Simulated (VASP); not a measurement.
# Sn (Fd-3m) in VASP: a series of runs, part 2 of 2

VASP 6.6.1. Earlier steps stand in the parts before.

### 5 Single point, PBE

INCAR

```
PREC = Accurate
ENCUT = 520
EDIFF = 1E-7
ISMEAR = -1
SIGMA = 1.0
LREAL = F
LASPH = T
NELM = 60
ALGO = Normal
ISIF = 2
LWAVE = F
LCHARG = F
GGA = PE
NBANDS = 21
```

KPOINTS

```
Automatic mesh
0
Gamma
  8 8 8
```

POSCAR

```
Sn
1.0
    0.0000000000      3.3289000152      3.3289000152
    3.3289000152      0.0000000000      3.3289000152
    3.3289000152      3.3289000152      0.0000000000
Sn
2
Direct
    0.5000000000      0.5000000000      0.5000000000
    0.7500000000      0.7500000000      0.7500000000
```

Potentials or basis: VASP PAW PBE potentials, release 64 (Sn_d).

Run with:

```
$ cat potpaw_PBE.64/Sn_d/POTCAR > POTCAR
$ mpirun -np 1 vasp_std > vasp.out
```

OUTCAR:

```text
PREC = Accurate
   ENCUT = 520
   EDIFF = 1E-7
   ISMEAR = -1
   LREAL = F
   LASPH = T
   NELM = 60
   ISIF = 2
   GGA = PE

 ion  position               nearest neighbor table
   1  0.500  0.500  0.500-   2 2.88   2 2.88   2 2.88   2 2.88
   2  0.750  0.750  0.750-   1 2.88   1 2.88   1 2.88   1 2.88

  LATTYP: Found a face centered cubic cell.
 ALAT       =     6.6578000304

  Lattice vectors:

 A1 = (   0.0000000000,   3.3289000152,   3.3289000152)
 A2 = (   3.3289000152,   0.0000000000,   3.3289000152)
 A3 = (   3.3289000152,   3.3289000152,   0.0000000000)

Analysis of symmetry for initial positions (statically):
=====================================================================
 Subroutine PRICEL returns:
 Original cell was already a primitive cell.

 Routine SETGRP: Setting up the symmetry group for a
 face centered cubic supercell.

 Subroutine GETGRP returns: Found 48 space group operations
 (whereof 24 operations were pure point group operations)
 out of a pool of 48 trial point group operations.

The static configuration has the point symmetry T_d .
 The point group associated with its full space group is O_h .

Analysis of symmetry for dynamics (positions and initial velocities):
=====================================================================
 Subroutine PRICEL returns:
 Original cell was already a primitive cell.

 Routine SETGRP: Setting up the symmetry group for a
 face centered cubic supercell.

 Subroutine GETGRP returns: Found 48 space group operations
 (whereof 24 operations were pure point group operations)
 out of a pool of 48 trial point group operations.

The dynamic configuration has the point symmetry T_d .
 The point group associated with its full space group is O_h .

 Subroutine INISYM returns: Found 48 space group operations
 (whereof 24 operations are pure point group operations),
 and found     1 'primitive' translations

[... 104 lines left out ...]
   PSTRESS=    0.0 pullay stress
   NELECT =      28.0000    total number of electrons
   NUPDOWN=      -1.0000    fix difference up-down
   EMIN   =  10.00;   EMAX   =-10.00  energy-range for DOS
   EFERMI =   0.00;   METHOD = LEGACY
   ISMEAR =    -1;   SIGMA  =   1.00  broadening in eV -4-tet -1-fermi 0-gaus
   EFERMI_NEDOS =   21; number of points for ismear=-14 and -15
   IALGO  =     38    algorithm
   IMIX   =      4    mixing-type and parameters
     AMIX     =   0.40;   BMIX     =  1.00
     AMIX_MAG =   1.60;   BMIX_MAG =  1.00
  volume/ion in A,a.u.               =      36.89       248.94
  Fermi-wavevector in a.u.,A,eV,Ry     =   1.185269  2.239833 19.114301  1.404862
  Thomas-Fermi vector in A             =   2.321466
   LORBIT       =      0    0 simple, 1 ext, 2 COOP (PROOUT), +10 PAW based schemes
   GGA     = PE    functional components
[... 5 lines left out ...]
 non-spin polarized calculation
  energy-cutoff  :      520.00
  volume of cell :       73.78
 maximum number of plane-waves:      2012
   NGX = 17   NGY = 17   NGZ = 17

 number of electron      28.0000008 magnetization

 Free energy of the ion-electron system (eV)
  ---------------------------------------------------
  ext. energy  EPLUGINS =         0.00000000
  ---------------------------------------------------
  free energy    TOTEN  =        -9.12606435 eV

  energy without entropy =       -5.63922313  energy(sigma->0) =       -7.38264374

 E-fermi :   4.8047     XC(G=0):  -8.6184

 val. band max:        4.7321809638   @ k =   0.3750   0.0000   0.0000
 cond. band min:       4.8631941588   @ k =   0.0000   0.0000   0.0000
 fundamental gap:      0.1310131950
 Fermi energy:         4.8047367433

 k-point     1 :       0.0000    0.0000    0.0000
  band No.  band energies     occupation
      1     -16.7744      2.00000
      2     -16.7744      2.00000
      3     -16.7744      2.00000
      4     -16.7211      2.00000
      5     -16.7211      2.00000
      6     -16.4712      2.00000
[... 565 lines left out ...]
     20      13.1981      0.00045
     21      13.5748      0.00031

 [... further k-points ...]

------------------------ aborting loop because EDIFF is reached ----------------------------------------

  FORCE on cell =-STRESS in cart. coord.  units (eV):
  Direction    XX          YY          ZZ          XY          YZ          ZX
  --------------------------------------------------------------------------------------
  -------------------------------------------------------------------------------------
  Total        1.9559099      1.9559099      1.9559099     -0.0000000      0.0000000      0.0000000
  in kB       42.4743919     42.4743919     42.4743919     -0.0000000      0.0000000      0.0000000
  external PRESSURE =      42.4743919 kB  Pullay stress =       0.0000000 kB

 VOLUME and BASIS-vectors are now :
 -----------------------------------------------------------------------------
  energy-cutoff  :      520.00
  volume of cell :       73.78
      direct lattice vectors                 reciprocal lattice vectors
     0.000000000  3.328900015  3.328900015    -0.150199765  0.150199765  0.150199765
     3.328900015  0.000000000  3.328900015     0.150199765 -0.150199765  0.150199765
     3.328900015  3.328900015  0.000000000     0.150199765  0.150199765 -0.150199765

 POSITION                                       TOTAL-FORCE (eV/Angst)
 -----------------------------------------------------------------------------------
      3.32890      3.32890      3.32890         0.000000     -0.000000     -0.000000
      4.99335      4.99335      4.99335        -0.000000      0.000000      0.000000
 -----------------------------------------------------------------------------------
    total drift:                                0.000000      0.000000      0.000000

  FREE ENERGIE OF THE ION-ELECTRON SYSTEM (eV)
  ---------------------------------------------------
  free  energy   TOTEN  =        -9.1260643515 eV

  energy  without entropy=       -5.6392231326  energy(sigma->0) =       -7.38264374
```

OSZICAR:

```text
N       E                     dE             d eps       ncg     rms          rms(c)
DAV:   1     0.225049464010E+03    0.22505E+03   -0.14906E+04  1238   0.188E+03
DAV:   2     0.164224209865E+02   -0.20863E+03   -0.20414E+03  1223   0.441E+02
DAV:   3    -0.832670291770E+01   -0.24749E+02   -0.24453E+02  1433   0.140E+02
DAV:   4    -0.912876225275E+01   -0.80206E+00   -0.80123E+00  1373   0.282E+01
DAV:   5    -0.915638186814E+01   -0.27620E-01   -0.27619E-01  1775   0.514E+00    0.245E+00
DAV:   6    -0.913588108834E+01    0.20501E-01   -0.17185E-02  1622   0.168E+00    0.143E+00
DAV:   7    -0.912549029149E+01    0.10391E-01   -0.20936E-02  1600   0.169E+00    0.124E-01
DAV:   8    -0.912595184761E+01   -0.46156E-03   -0.27378E-03  1333   0.626E-01    0.326E-02
DAV:   9    -0.912605256944E+01   -0.10072E-03   -0.18064E-04  1612   0.124E-01    0.101E-02
DAV:  10    -0.912606188973E+01   -0.93203E-05   -0.14507E-05  1402   0.252E-02    0.423E-03
DAV:  11    -0.912606437981E+01   -0.24901E-05   -0.26290E-06  1193   0.977E-03    0.514E-04
DAV:  12    -0.912606435155E+01    0.28257E-07   -0.19006E-07  1138   0.419E-03
   1 F= -.91260644E+01 E0= -.73826437E+01  d E =-.348684E+01
```

stdout:

```text
POSCAR found type information on POSCAR Sn
 POSCAR found :  1 types and       2 ions
 scaLAPACK will be used
 LDA part: xc-table for (Slater+PW92), standard interpolation
 POSCAR, INCAR and KPOINTS ok, starting setup
 FFT: planning ... GRIDC
 FFT: planning ... GRID_SOFT
 FFT: planning ... GRID
 WAVECAR not read
 entering main loop
```

Wall time 56 s (1 thread of AMD EPYC 7R13, shared host); peak memory 0.18 GiB.

Results:

| Item | Value |
| --- | --- |
| Free energy | -9.1261 eV |
| Pressure | 4.2 GPa |
| Band gap on the k mesh | zero (bands 14 and 15 overlap by 0.23 eV) |

Levels at points of the mesh, in eV from the Fermi level:
```
           k point  band 12  band 13  band 14  band 15  band 16  band 17
(0.00, 0.00, 0.00)    -1.20     0.06     0.06     0.06     2.15     2.15
(0.50, 0.00, 0.00)    -6.05    -1.02    -1.02    -0.17     3.20     3.20
(0.50, 0.50, 0.00)    -7.29    -2.23    -2.23     0.89     0.89     7.23
```

Caveat: the cell stands under pressure; so wide a smearing shifts energies and pressures; spin-orbit coupling is left out, which moves the levels of the heavy elements.

### 6 Overview

| smearing | gap on the mesh (eV) | pressure (GPa) |
| --- | --- | --- |
| fermi-dirac 0.2 eV | none | 0.1 |
| fermi-dirac 0.3 eV | none | 0.3 |
| fermi-dirac 0.6 eV | none | 1.6 |
| fermi-dirac 1 eV | none | 4.2 |

Alike in all rows: task single point; level PBE; potentials or basis VASP PAW PBE potentials, release 64 (Sn_d); no spin polarisation; cell as given; k mesh 8 × 8 × 8; cutoff (eV) 520.

Caveats: spin-orbit coupling is left out, which moves the levels of the heavy elements; so wide a smearing shifts energies and pressures (at least some runs); the cell stands under pressure (at least some runs).

Absolute energies hang on the potentials; compare differences alone.
